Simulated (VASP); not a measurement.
# NaLa (P-6m2) in VASP: single point with PBEsol

Aim: the single point of NaLa with PBEsol.

Everything below comes from runs of VASP 6.6.1. Logs are shortened: lines on timing, memory, paths and dates and some standing lists are left out, and cuts for length are marked.

## Step 1: The cell of the first run

The structure is hexagonal, space group P-6m2 (No. 187). Conventional cell: a = 3.606 Å, b = 3.606 Å, c = 6.484 Å, α = 90.00°, β = 90.00°, γ = 120.00°. Na (site symmetry -6m2) has 6 Na at 3.61 Å and 6 La at 3.85 Å within 4.7 Å. Within 4.7 Å of La (site symmetry -6m2) lie 6 La at 3.61 Å and 6 Na at 3.85 Å.

## Step 2: Single point, PBEsol

INCAR

```
PREC = Accurate ; ENCUT = 520
EDIFF = 1E-6 ; ISMEAR = -1
SIGMA = 0.15 ; LREAL = F
LASPH = T ; NELM = 60
ALGO = Normal ; ISIF = 2
LWAVE = F ; LCHARG = T
GGA = PS ; LELF = T
LVHAR = T ; NBANDS = 16
```

KPOINTS

```
regular mesh
0
Gamma
  8 8 4
```

POSCAR

```
NaLa
1.0
    3.6062500000      0.0000000000      0.0000000000
   -1.8031300000      3.1231000000      0.0000000000
    0.0000000000      0.0000000000      6.4837800000
Na La
1 1
Direct
    0.0000000000      0.0000000000      0.0000000000
    0.3333333333      0.6666666667      0.5000000000
```

Potentials or basis: VASP PAW PBE potentials, release 64 (Na_pv, La).

On the command line:

```
> cat potpaw_PBE.64/Na_pv/POTCAR potpaw_PBE.64/La/POTCAR > POTCAR
> mpirun -np 1 vasp_std > vasp.out
```

OUTCAR:

```text
PREC = Accurate
   ENCUT = 520
   EDIFF = 1E-6
   ISMEAR = -1
   LREAL = F
   LASPH = T
   NELM = 60
   ISIF = 2
   GGA = PS

 ion  position               nearest neighbor table
   1  0.000  0.000  0.000-
   2  0.333  0.667  0.500-

  LATTYP: Found a hexagonal cell.
 ALAT       =     3.6062500000
 C/A-ratio  =     1.7979285962

  Lattice vectors:

 A1 = (   3.6062500000,   0.0000000000,   0.0000000000)
 A2 = (  -1.8031300000,   3.1231000000,   0.0000000000)
 A3 = (   0.0000000000,   0.0000000000,   6.4837800000)

Analysis of symmetry for initial positions (statically):
=====================================================================
 Subroutine PRICEL returns:
 Original cell was already a primitive cell.

 Routine SETGRP: Setting up the symmetry group for a
 hexagonal supercell.

 Subroutine GETGRP returns: Found 12 space group operations
 (whereof 12 operations were pure point group operations)
 out of a pool of 24 trial point group operations.

The static configuration has the point symmetry D_3h.

Analysis of symmetry for dynamics (positions and initial velocities):
=====================================================================
 Subroutine PRICEL returns:
 Original cell was already a primitive cell.

 Routine SETGRP: Setting up the symmetry group for a
 hexagonal supercell.

 Subroutine GETGRP returns: Found 12 space group operations
 (whereof 12 operations were pure point group operations)
 out of a pool of 24 trial point group operations.

The dynamic configuration has the point symmetry D_3h.

 Subroutine INISYM returns: Found 12 space group operations
 (whereof 12 operations are pure point group operations),
 and found     1 'primitive' translations

----------------------------------------------------------------------------------------

                                     Primitive cell

  volume of cell :      73.0247

  direct lattice vectors                    reciprocal lattice vectors
     3.606250000  0.000000000  0.000000000     0.277296360  0.160097783  0.000000000
    -1.803130000  3.123100000  0.000000000     0.000000000  0.320194678  0.000000000
     0.000000000  0.000000000  6.483780000     0.000000000  0.000000000  0.154231020

  length of vectors
     3.606250000  3.606248939  6.483780000     0.320194584  0.320194678  0.154231020

  position of ions in fractional coordinates (direct lattice)
     0.000000000  0.000000000  0.000000000
     0.333333333  0.666666667  0.500000000

  ion indices of the primitive-cell ions
   primitive index   ion index
                 1           1
                 2           2

----------------------------------------------------------------------------------------

 KPOINTS: regular mesh

Automatic generation of k-mesh.
 Grid dimensions read from file:
 generate k-points for:    8    8    4

 Generating k-lattice:

  Cartesian coordinates                     Fractional coordinates (reciprocal lattice)
     0.034662045  0.020012223  0.000000000     0.125000000  0.000000000  0.000000000
     0.000000000  0.040024335  0.000000000     0.000000000  0.125000000  0.000000000
     0.000000000  0.000000000  0.038557755     0.000000000  0.000000000  0.250000000

  Length of vectors
     0.040024323  0.040024335  0.038557755

  Shift w.r.t. Gamma in fractional coordinates (k-lattice)
     0.000000000  0.000000000  0.000000000

 Subroutine IBZKPT returns following result:
 ===========================================

 Found     30 irreducible k-points:

 Following reciprocal coordinates:
            Coordinates               Weight
  0.000000  0.000000  0.000000      1.000000
  0.125000  0.000000  0.000000      6.000000
  0.250000  0.000000  0.000000      6.000000
  0.375000  0.000000  0.000000      6.000000
  0.500000  0.000000  0.000000      3.000000
  0.125000  0.125000  0.000000      6.000000
[... 16 lines left out ...]
  0.250000  0.000000  0.500000      6.000000
  0.375000  0.000000  0.500000      6.000000
 [... further k-points ...]
   k-points           NKPTS =     30   k-points in BZ     NKDIM =     30   number of bands    NBANDS=     16
   number of dos      NEDOS =    301   number of ions     NIONS =      2
   total plane-waves  NPLWV =  37632
   dimension x,y,z NGX =    28 NGY =   28 NGZ =   48
   dimension x,y,z NGXF=    56 NGYF=   56 NGZF=   96
   ions per type =               1   1
   NGX,Y,Z   is equivalent  to a cutoff of  12.91, 12.91, 12.31 a.u.
   NGXF,Y,Z  is equivalent  to a cutoff of  25.82, 25.82, 24.61 a.u.
 SYSTEM =  unknown system
   PREC   = accura    normal or accurate (medium, high low for compatibility)
   ISTART =      0    job   : 0-new  1-cont  2-samecut
   ICHARG =      2    charge: 1-file 2-atom 10-const
   ISPIN  =      1    spin polarized calculation?
   LNONCOLLINEAR =      F non collinear calculations
   LSORBIT =      F    spin-orbit coupling
   LASPH  =      T    aspherical Exc in radial PAW
   ENCUT  =  520.0 eV  38.22 Ry    6.18 a.u.   6.71  6.71 12.06*2*pi/ulx,y,z
   NELM   =     60;   NELMIN=  2; NELMDL= -5     # of ELM steps
   EDIFF  = 0.1E-05   stopping-criterion for ELM
   LREAL  =      F    real-space projection
   EDIFFG = 0.1E-04   stopping-criterion for IOM
   NSW    =      0    number of steps for IOM
   IBRION =     -1    ionic relax: 0-MD 1-quasi-New 2-CG
   NFREE  =      0    steps in history (QN), initial steepest desc. (CG)
   ISIF   =      2    stress and relaxation
   ISYM   =      2    0-nonsym 1-usesym 2-fastsym
   POTIM  = 0.5000    time-step for ionic-motion
   TEBEG  =    0.0;   TEEND  =   0.0 temperature during run
   PSTRESS=    0.0 pullay stress
   NELECT =      18.0000    total number of electrons
   NUPDOWN=      -1.0000    fix difference up-down
   EMIN   =  10.00;   EMAX   =-10.00  energy-range for DOS
   EFERMI =   0.00;   METHOD = LEGACY
   ISMEAR =    -1;   SIGMA  =   0.15  broadening in eV -4-tet -1-fermi 0-gaus
   EFERMI_NEDOS =   21; number of points for ismear=-14 and -15
   IALGO  =     38    algorithm
   IMIX   =      4    mixing-type and parameters
     AMIX     =   0.40;   BMIX     =  1.00
     AMIX_MAG =   1.60;   BMIX_MAG =  1.00
  volume/ion in A,a.u.               =      36.51       246.40
  Fermi-wavevector in a.u.,A,eV,Ry     =   1.026461  1.939730 14.335392  1.053622
  Thomas-Fermi vector in A             =   2.160355
   LORBIT       =      0    0 simple, 1 ext, 2 COOP (PROOUT), +10 PAW based schemes
   GGA     = PS    functional components
   LHFCALC =     F    Hartree Fock is set to
   AEXX    =    0.0000 exact exchange contribution
   IVDW    =     0    specifies the selected vdW correction
   LEPSILON=     F    determine dielectric tensor
   LRPA    =     F    only Hartree local field effects (RPA)
 non-spin polarized calculation
  energy-cutoff  :      520.00
  volume of cell :       73.02
 maximum number of plane-waves:      1984
 NGX is ok and might be reduce to    28
   NGX = 13   NGY = 13   NGZ = 25

 number of electron      17.9999986 magnetization

 Free energy of the ion-electron system (eV)
  ---------------------------------------------------
  ext. energy  EPLUGINS =         0.00000000
  ---------------------------------------------------
  free energy    TOTEN  =        -6.42033452 eV

  energy without entropy =       -6.24815072  energy(sigma->0) =       -6.33424262

 E-fermi :   4.0437     XC(G=0):  -8.2156

 val. band max:        3.9207656426   @ k =   0.3750   0.2500   0.0000
 cond. band min:       4.0775687320   @ k =   0.0000   0.0000   0.5000
 fundamental gap:      0.1568030895
 Fermi energy:         4.0437182411

 k-point     1 :       0.0000    0.0000    0.0000
  band No.  band energies     occupation
      1     -28.9977      2.00000
      2     -20.1870      2.00000
      3     -20.1858      2.00000
      4     -20.1857      2.00000
      5     -12.7352      2.00000
      6     -11.8701      2.00000
[... 8 lines left out ...]
     15       5.8189      0.00001
     16       5.8189      0.00001

 k-point     2 :       0.1250    0.0000    0.0000
  band No.  band energies     occupation
      1     -28.9697      2.00000
      2     -20.1918      2.00000
      3     -20.1872      2.00000
      4     -20.1861      2.00000
      5     -12.7002      2.00000
      6     -12.1037      2.00000
[... 8 lines left out ...]
     15       5.8467      0.00001
     16       5.9531      0.00001

 k-point     3 :       0.2500    0.0000    0.0000
  band No.  band energies     occupation
      1     -28.9010      2.00000
      2     -20.2062      2.00000
      3     -20.1906      2.00000
      4     -20.1838      2.00000
      5     -12.6280      2.00000
      6     -12.6141      2.00000
[... 8 lines left out ...]
     15       5.9262      0.00001
     16       5.9330      0.00001

 k-point     4 :       0.3750    0.0000    0.0000
  band No.  band energies     occupation
      1     -28.8307      2.00000
      2     -20.2206      2.00000
      3     -20.1940      2.00000
      4     -20.1814      2.00000
      5     -13.1079      2.00000
      6     -12.5256      2.00000
[... 8 lines left out ...]
     15       5.9567      0.00001
     16       6.0087      0.00000

 k-point     5 :       0.5000    0.0000    0.0000
  band No.  band energies     occupation
      1     -28.8011      2.00000
      2     -20.2265      2.00000
      3     -20.1955      2.00000
      4     -20.1805      2.00000
      5     -13.2962      2.00000
      6     -12.4882      2.00000
[... 8 lines left out ...]
     15       5.9769      0.00001
     16       6.0012      0.00000

 k-point     6 :       0.1250    0.1250    0.0000
  band No.  band energies     occupation
      1     -28.9213      2.00000
      2     -20.2013      2.00000
      3     -20.1903      2.00000
      4     -20.1844      2.00000
      5     -12.6396      2.00000
      6     -12.4539      2.00000
[... 8 lines left out ...]
     15       5.9204      0.00001
     16       5.9702      0.00001
[... 267 lines left out ...]
 k-point    21 :       0.0000    0.0000    0.5000
  band No.  band energies     occupation
      1     -28.9977      2.00000
      2     -20.1863      2.00000
      3     -20.1857      2.00000
      4     -20.1857      2.00000
      5     -12.7416      2.00000
      6     -11.8701      2.00000
[... 8 lines left out ...]
     15       5.8183      0.00001
     16       5.8183      0.00001

 k-point    22 :       0.1250    0.0000    0.5000
  band No.  band energies     occupation
      1     -28.9697      2.00000
      2     -20.1918      2.00000
      3     -20.1872      2.00000
      4     -20.1854      2.00000
      5     -12.7059      2.00000
      6     -12.1035      2.00000
[... 8 lines left out ...]
     15       5.8458      0.00001
     16       5.9650      0.00001

 k-point    23 :       0.2500    0.0000    0.5000
  band No.  band energies     occupation
      1     -28.9010      2.00000
      2     -20.2063      2.00000
      3     -20.1906      2.00000
      4     -20.1834      2.00000
      5     -12.6274      2.00000
      6     -12.6180      2.00000
[... 8 lines left out ...]
     15       5.9247      0.00001
     16       6.0045      0.00000

 k-point    24 :       0.3750    0.0000    0.5000
  band No.  band energies     occupation
      1     -28.8307      2.00000
      2     -20.2207      2.00000
      3     -20.1940      2.00000
      4     -20.1814      2.00000
      5     -13.1071      2.00000
      6     -12.5277      2.00000
[... 8 lines left out ...]
     15       6.0106      0.00000
     16       6.0324      0.00000

 [... further k-points ...]
[... 5 lines left out ...]
  --------------------------------------------------------------------------------------
  -------------------------------------------------------------------------------------
  Total       -0.7134978     -0.7134959     -0.1055399      0.0000011      0.0000000      0.0000000
  in kB      -15.6542854    -15.6542441     -2.3155662      0.0000251      0.0000000      0.0000000
  external PRESSURE =     -11.2080319 kB  Pullay stress =       0.0000000 kB

 VOLUME and BASIS-vectors are now :
 -----------------------------------------------------------------------------
  energy-cutoff  :      520.00
  volume of cell :       73.02
      direct lattice vectors                 reciprocal lattice vectors
     3.606250000  0.000000000  0.000000000     0.277296360  0.160097783  0.000000000
    -1.803130000  3.123100000  0.000000000     0.000000000  0.320194678  0.000000000
     0.000000000  0.000000000  6.483780000     0.000000000  0.000000000  0.154231020

 POSITION                                       TOTAL-FORCE (eV/Angst)
 -----------------------------------------------------------------------------------
      0.00000      0.00000      0.00000         0.000000      0.000000      0.000000
     -0.00000      2.08207      3.24189        -0.000000      0.000000      0.000000
 -----------------------------------------------------------------------------------
    total drift:                                0.000010     -0.000008     -0.000000

  FREE ENERGIE OF THE ION-ELECTRON SYSTEM (eV)
  ---------------------------------------------------
  free  energy   TOTEN  =        -6.4203345224 eV

  energy  without entropy=       -6.2481507154  energy(sigma->0) =       -6.33424262
```

Wall time 75 s (1 thread of AMD EPYC 7R13, shared host); peak memory 0.18 GiB.

Results:

```yaml
Free_energy: -6.4203 eV
Pressure: -1.1 GPa
Band_gap_on_the_k_mesh: zero (band 9 reaches 4.36 eV, above the bottom of band 10 at 3.62 eV)
```

Stress tensor (GPa, compression positive):
```
-1.57  0.00  0.00
 0.00 -1.57  0.00
 0.00  0.00 -0.23
```

Levels at points of the mesh, in eV from the Fermi level:
```csv
k point,band 6,band 7,band 8,band 9,band 10,band 11,band 12,band 13
"(0.00, 0.00, 0.00)",-15.91,-15.91,-3.26,-1.21,0.82,1.21,1.74,1.77
"(0.50, 0.00, 0.00)",-16.53,-16.25,-1.40,-0.63,0.45,1.05,1.47,1.64
"(0.00, 0.00, 0.50)",-15.91,-15.91,-2.36,-1.98,0.03,1.21,1.48,1.77
"(0.50, 0.00, 0.50)",-16.53,-16.25,-1.33,-1.04,1.20,1.54,1.61,1.64
```

Caveat: the PAW data sets were made with another functional, which shifts forces and pressure a little; spin-orbit coupling is left out, which moves the levels of the heavy elements.
